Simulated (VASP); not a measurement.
# AgCl (Fm-3m) in VASP: single point with HSE06

Aim: the single point of AgCl with HSE06.

Everything below comes from runs of VASP 6.6.1. Logs are shortened: lines on timing, memory, paths and dates and some standing lists are left out, and cuts for length are marked.

## 1. The cell of the first run

Symmetry: Fm-3m, No. 225, cubic system. Conventional cell: a = 5.542 Å, b = 5.542 Å, c = 5.542 Å, α = 90.00°, β = 90.00°, γ = 90.00°. Ag (site symmetry m-3m) has 6 Cl at 2.77 Å within 3.7 Å. Within 3.7 Å of Cl (site symmetry m-3m) lie 6 Ag at 2.77 Å.

## 2. Single point, HSE06

Contents of POSCAR:

```
AgCl
1.0
    0.0000000000      2.7709909694      2.7709909694
    2.7709909694      0.0000000000      2.7709909694
    2.7709909694      2.7709909694      0.0000000000
Ag Cl
1 1
Direct
    0.0000000000      0.0000000000      0.0000000000
    0.5000000000      0.5000000000      0.5000000000
```

Contents of INCAR.step1:

```
PREC = Accurate
ENCUT = 520
EDIFF = 1E-5
ISMEAR = -1
SIGMA = 0.05
LREAL = False
LASPH = True
NELM = 60
ALGO = Normal
ISIF = 2
LWAVE = True
LCHARG = False
NBANDS = 16
GGA = PE
```

Contents of INCAR.step2:

```
PREC = Accurate
ENCUT = 520
EDIFF = 1E-6
ISMEAR = -1
SIGMA = 0.05
LREAL = False
LASPH = True
NELM = 60
ALGO = Normal
ISIF = 2
LWAVE = False
LCHARG = False
GGA = PE
LHFCALC = True
HFSCREEN = 0.2079
PRECFOCK = Normal
NBANDS = 16
ISTART = 1
```

Contents of KPOINTS:

```
Automatic mesh
0
Gamma
  6 6 6
```

Potentials or basis: VASP PAW PBE potentials, release 64 (Ag, Cl).

Started as:

```bash
cat potpaw_PBE.64/Ag/POTCAR potpaw_PBE.64/Cl/POTCAR > POTCAR
cp INCAR.step1 INCAR
mpirun -np 1 vasp_std > vasp.out
cp INCAR.step2 INCAR
mpirun -np 1 vasp_std > vasp.out
```

OUTCAR:

```text
PREC = Accurate
   ENCUT = 520
   EDIFF = 1E-6
   ISMEAR = -1
   LREAL = False
   LASPH = True
   NELM = 60
   ISIF = 2
   GGA = PE
   LHFCALC = True
   HFSCREEN = 0.2079
   PRECFOCK = Normal
   ISTART = 1

 ion  position               nearest neighbor table
   1  0.000  0.000  0.000-   2 2.77   2 2.77   2 2.77   2 2.77   2 2.77   2 2.77
   2  0.500  0.500  0.500-   1 2.77   1 2.77   1 2.77   1 2.77   1 2.77   1 2.77

  LATTYP: Found a face centered cubic cell.
 ALAT       =     5.5419819388

  Lattice vectors:

 A1 = (   0.0000000000,   2.7709909694,   2.7709909694)
 A2 = (   2.7709909694,   0.0000000000,   2.7709909694)
 A3 = (   2.7709909694,   2.7709909694,   0.0000000000)

Analysis of symmetry for initial positions (statically):
=====================================================================
 Subroutine PRICEL returns:
 Original cell was already a primitive cell.

 Routine SETGRP: Setting up the symmetry group for a
 face centered cubic supercell.

 Subroutine GETGRP returns: Found 48 space group operations
 (whereof 48 operations were pure point group operations)
 out of a pool of 48 trial point group operations.

The static configuration has the point symmetry O_h .

Analysis of symmetry for dynamics (positions and initial velocities):
=====================================================================
 Subroutine PRICEL returns:
 Original cell was already a primitive cell.

 Routine SETGRP: Setting up the symmetry group for a
 face centered cubic supercell.

 Subroutine GETGRP returns: Found 48 space group operations
 (whereof 48 operations were pure point group operations)
 out of a pool of 48 trial point group operations.

The dynamic configuration has the point symmetry O_h .

 Subroutine INISYM returns: Found 48 space group operations
 (whereof 48 operations are pure point group operations),
 and found     1 'primitive' translations

----------------------------------------------------------------------------------------

                                     Primitive cell

  volume of cell :      42.5535

  direct lattice vectors                    reciprocal lattice vectors
     0.000000000  2.770990969  2.770990969    -0.180440862  0.180440862  0.180440862
     2.770990969  0.000000000  2.770990969     0.180440862 -0.180440862  0.180440862
     2.770990969  2.770990969  0.000000000     0.180440862  0.180440862 -0.180440862

  length of vectors
     3.918773010  3.918773010  3.918773010     0.312532741  0.312532741  0.312532741

  position of ions in fractional coordinates (direct lattice)
     0.000000000  0.000000000  0.000000000
     0.500000000  0.500000000  0.500000000

  ion indices of the primitive-cell ions
   primitive index   ion index
                 1           1
                 2           2

----------------------------------------------------------------------------------------

 KPOINTS: Automatic mesh

Automatic generation of k-mesh.
 Grid dimensions read from file:
 generate k-points for:    6    6    6

 Generating k-lattice:

  Cartesian coordinates                     Fractional coordinates (reciprocal lattice)
    -0.030073477  0.030073477  0.030073477     0.166666667  0.000000000  0.000000000
     0.030073477 -0.030073477  0.030073477     0.000000000  0.166666667  0.000000000
     0.030073477  0.030073477 -0.030073477     0.000000000  0.000000000  0.166666667

  Length of vectors
     0.052088790  0.052088790  0.052088790

  Shift w.r.t. Gamma in fractional coordinates (k-lattice)
     0.000000000  0.000000000  0.000000000

 Subroutine IBZKPT returns following result:
 ===========================================

 Found     16 irreducible k-points:

 Following reciprocal coordinates:
            Coordinates               Weight
  0.000000  0.000000  0.000000      1.000000
  0.166667  0.000000  0.000000      8.000000
  0.333333  0.000000  0.000000      8.000000
  0.500000  0.000000  0.000000      4.000000
  0.166667  0.166667  0.000000      6.000000
  0.333333  0.166667  0.000000     24.000000
[... 8 lines left out ...]
 -0.333333  0.333333  0.166667     24.000000
 -0.333333  0.500000  0.166667     12.000000
   k-points           NKPTS =     16   k-points in BZ     NKDIM =    216   number of bands    NBANDS=     16
   number of dos      NEDOS =    301   number of ions     NIONS =      2
   total plane-waves  NPLWV =  27000
   dimension x,y,z NGX =    30 NGY =   30 NGZ =   30
   dimension x,y,z NGXF=    60 NGYF=   60 NGZF=   60
   ions per type =               1   1
   NGX,Y,Z   is equivalent  to a cutoff of  12.73, 12.73, 12.73 a.u.
   NGXF,Y,Z  is equivalent  to a cutoff of  25.45, 25.45, 25.45 a.u.
 SYSTEM =  unknown system
   PREC   = accura    normal or accurate (medium, high low for compatibility)
   ISTART =      1    job   : 0-new  1-cont  2-samecut
   ICHARG =      0    charge: 1-file 2-atom 10-const
   ISPIN  =      1    spin polarized calculation?
   LNONCOLLINEAR =      F non collinear calculations
   LSORBIT =      F    spin-orbit coupling
   LASPH  =      T    aspherical Exc in radial PAW
   ENCUT  =  520.0 eV  38.22 Ry    6.18 a.u.   7.29  7.29  7.29*2*pi/ulx,y,z
   NELM   =     60;   NELMIN=  2; NELMDL=  0     # of ELM steps
   EDIFF  = 0.1E-05   stopping-criterion for ELM
   LREAL  =      F    real-space projection
   EDIFFG = 0.1E-04   stopping-criterion for IOM
   NSW    =      0    number of steps for IOM
   IBRION =     -1    ionic relax: 0-MD 1-quasi-New 2-CG
   NFREE  =      0    steps in history (QN), initial steepest desc. (CG)
   ISIF   =      2    stress and relaxation
   ISYM   =      3    0-nonsym 1-usesym 2-fastsym
   POTIM  = 0.5000    time-step for ionic-motion
   TEBEG  =    0.0;   TEEND  =   0.0 temperature during run
   PSTRESS=    0.0 pullay stress
   NELECT =      18.0000    total number of electrons
   NUPDOWN=      -1.0000    fix difference up-down
   EMIN   =  10.00;   EMAX   =-10.00  energy-range for DOS
   EFERMI =   0.00;   METHOD = LEGACY
   ISMEAR =    -1;   SIGMA  =   0.05  broadening in eV -4-tet -1-fermi 0-gaus
   EFERMI_NEDOS =   21; number of points for ismear=-14 and -15
   IALGO  =     38    algorithm
   IMIX   =      1    mixing-type and parameters
     AMIX     =   0.40;   BMIX     =  1.00
     AMIX_MAG =   1.60;   BMIX_MAG =  1.00
  volume/ion in A,a.u.               =      21.28       143.58
  Fermi-wavevector in a.u.,A,eV,Ry     =   1.228911  2.322306 20.547833  1.510223
  Thomas-Fermi vector in A             =   2.363819
   LORBIT       =      0    0 simple, 1 ext, 2 COOP (PROOUT), +10 PAW based schemes
   GGA     = PE    functional components
   LHFCALC =     T    Hartree Fock is set to
   PRECFOCK=normal    Normal, Fast or Accurate (Low or Medium for compatibility)
   ENCUT4O =  -1.0   cutoff for four orbital integrals eV
   NKREDX  =     1    reduce k-point grid by
   NKREDY  =     1    reduce k-point grid by
   NKREDZ  =     1    reduce k-point grid by
   AEXX    =    0.2500 exact exchange contribution
   HFSCREEN=    0.2079 screening length (either q_TF or 0.3 A-1)
   HFSCREENC=   0.2079 screening length for correlation (either q_TF or 0.3 A-1)
   ENCUTFOCK=  -1.0 apply spherical cutoff to Coloumb kernel
   IVDW    =     0    specifies the selected vdW correction
   LEPSILON=     F    determine dielectric tensor
   LRPA    =     F    only Hartree local field effects (RPA)
 non-spin polarized calculation
  energy-cutoff  :      520.00
  volume of cell :       42.55
 maximum number of plane-waves:      1167
 NGX is ok and might be reduce to    30
  NGX = 24; NGY = 24; NGZ = 24

 number of electron      18.0000006 magnetization

 Free energy of the ion-electron system (eV)
  ---------------------------------------------------
  ext. energy  EPLUGINS =         0.00000000
  ---------------------------------------------------
  free energy    TOTEN  =        -6.63708657 eV

  energy without entropy =       -6.63708657  energy(sigma->0) =       -6.63708657

 E-fermi :   3.9851     XC(G=0):  -8.2208

 val. band max:        2.8199486719   @ k =   0.5000   0.0000   0.0000
 cond. band min:       5.2096535397   @ k =   0.0000   0.0000   0.0000
 fundamental gap:      2.3897048678
 Fermi energy:         3.9851211275

 k-point     1 :       0.0000    0.0000    0.0000
  band No.  band energies     occupation
      1     -13.4775      2.00000
      2      -0.0351      2.00000
      3      -0.0351      2.00000
      4      -0.0351      2.00000
      5      -0.0333      2.00000
      6      -0.0333      2.00000
[... 8 lines left out ...]
     15      18.1624      0.00000
     16      18.1624      0.00000

 k-point     2 :       0.1667    0.0000    0.0000
  band No.  band energies     occupation
      1     -13.3655      2.00000
      2      -0.7936      2.00000
      3      -0.7936      2.00000
      4      -0.7874      2.00000
      5       0.0532      2.00000
      6       0.0532      2.00000
[... 8 lines left out ...]
     15      16.5404      0.00000
     16      17.2528      0.00000

 k-point     3 :       0.3333    0.0000    0.0000
  band No.  band energies     occupation
      1     -13.1270      2.00000
      2      -2.0599      2.00000
      3      -1.4644      2.00000
      4      -1.4644      2.00000
      5       0.2358      2.00000
      6       0.2358      2.00000
[... 8 lines left out ...]
     15      17.4132      0.00000
     16      17.4132      0.00000

 k-point     4 :       0.5000    0.0000    0.0000
  band No.  band energies     occupation
      1     -12.9994      2.00000
      2      -2.5939      2.00000
      3      -1.7026      2.00000
      4      -1.7026      2.00000
      5       0.3304      2.00000
      6       0.3304      2.00000
[... 8 lines left out ...]
     15      18.3866      0.00000
     16      18.3866      0.00000

 k-point     5 :       0.1667    0.1667    0.0000
  band No.  band energies     occupation
      1     -13.3356      2.00000
      2      -1.4204      2.00000
      3      -0.3113      2.00000
      4      -0.3113      2.00000
      5      -0.1150      2.00000
      6       0.0130      2.00000
[... 8 lines left out ...]
     15      18.7146      0.00000
     16      19.3049      0.00000

 k-point     6 :       0.3333    0.1667    0.0000
  band No.  band energies     occupation
      1     -13.1549      2.00000
      2      -1.9531      2.00000
      3      -1.0491      2.00000
      4      -0.9704      2.00000
      5       0.0258      2.00000
      6       0.2579      2.00000
[... 8 lines left out ...]
     15      18.6213      0.00000
     16      19.2702      0.00000
[... 115 lines left out ...]
 k-point    13 :       0.5000    0.5000    0.0000
  band No.  band energies     occupation
      1     -12.9847      2.00000
      2      -1.5838      2.00000
      3      -0.3514      2.00000
      4      -0.2263      2.00000
      5      -0.2263      2.00000
      6       0.1543      2.00000
[... 8 lines left out ...]
     15      19.8892      0.00000
     16      19.8892      0.00000

 k-point    14 :       0.5000    0.3333    0.1667
  band No.  band energies     occupation
      1     -13.0260      2.00000
      2      -2.0278      2.00000
      3      -1.4386      2.00000
      4      -0.9970      2.00000
      5       0.1852      2.00000
      6       0.3278      2.00000
[... 8 lines left out ...]
     15      19.2033      0.00000
     16      20.7842      0.00000

 k-point    15 :      -0.3333    0.3333    0.1667
  band No.  band energies     occupation
      1     -12.9600      2.00000
      2      -1.9067      2.00000
      3      -1.4520      2.00000
      4      -1.4390      2.00000
      5       0.2631      2.00000
      6       0.3523      2.00000
[... 8 lines left out ...]
     15      18.2444      0.00000
     16      19.9507      0.00000

 k-point    16 :      -0.3333    0.5000    0.1667
  band No.  band energies     occupation
      1     -12.9563      2.00000
      2      -1.4739      2.00000
      3      -1.4283      2.00000
      4      -1.0405      2.00000
      5       0.3803      2.00000
      6       0.4280      2.00000
[... 8 lines left out ...]
     15      18.9862      0.00000
     16      19.8603      0.00000

------------------------ aborting loop because EDIFF is reached ----------------------------------------

  FORCE on cell =-STRESS in cart. coord.  units (eV):
  Direction    XX          YY          ZZ          XY          YZ          ZX
  --------------------------------------------------------------------------------------
  -------------------------------------------------------------------------------------
  Total        0.3479081      0.3479081      0.3479081      0.0000000     -0.0000000      0.0000000
  in kB       13.0990481     13.0990481     13.0990481      0.0000000     -0.0000000      0.0000000
  external PRESSURE =      13.0990481 kB  Pullay stress =       0.0000000 kB

 VOLUME and BASIS-vectors are now :
 -----------------------------------------------------------------------------
  energy-cutoff  :      520.00
  volume of cell :       42.55
      direct lattice vectors                 reciprocal lattice vectors
     0.000000000  2.770990969  2.770990969    -0.180440862  0.180440862  0.180440862
     2.770990969  0.000000000  2.770990969     0.180440862 -0.180440862  0.180440862
     2.770990969  2.770990969  0.000000000     0.180440862  0.180440862 -0.180440862

 POSITION                                       TOTAL-FORCE (eV/Angst)
 -----------------------------------------------------------------------------------
      0.00000      0.00000      0.00000         0.000000      0.000000      0.000000
      2.77099      2.77099      2.77099        -0.000000     -0.000000     -0.000000
 -----------------------------------------------------------------------------------
    total drift:                                0.000148      0.000162      0.000218

  FREE ENERGIE OF THE ION-ELECTRON SYSTEM (eV)
  ---------------------------------------------------
  free  energy   TOTEN  =        -6.6370865745 eV

  energy  without entropy=       -6.6370865745  energy(sigma->0) =       -6.63708657
```

It took 65 min on 1 thread of Intel Xeon 8259CL, shared host; peak memory 0.29 GiB.

What came out:

* Free energy: -6.6371 eV
* Pressure: 1.3 GPa
* Band gap on the k mesh: 2.39 eV (least direct gap 4.64 eV)

Levels at points of the mesh, in eV from the valence-band top:
```tsv
k point	band 5	band 6	band 7	band 8	band 9	band 10	band 11	band 12	band 13	band 14
(0.00, 0.00, 0.00)	-2.85	-2.85	-2.25	-2.25	-2.25	2.39	12.44	12.44	12.44	13.81
(0.50, 0.00, 0.00)	-2.49	-2.49	-2.06	0.00	0.00	5.62	8.47	9.27	9.27	15.24
(0.50, 0.50, 0.00)	-3.05	-2.67	-2.37	-2.37	-2.29	4.00	9.39	10.34	13.43	13.43
```

Caveat: the PAW data sets were made with another functional, which shifts forces and pressure a little.
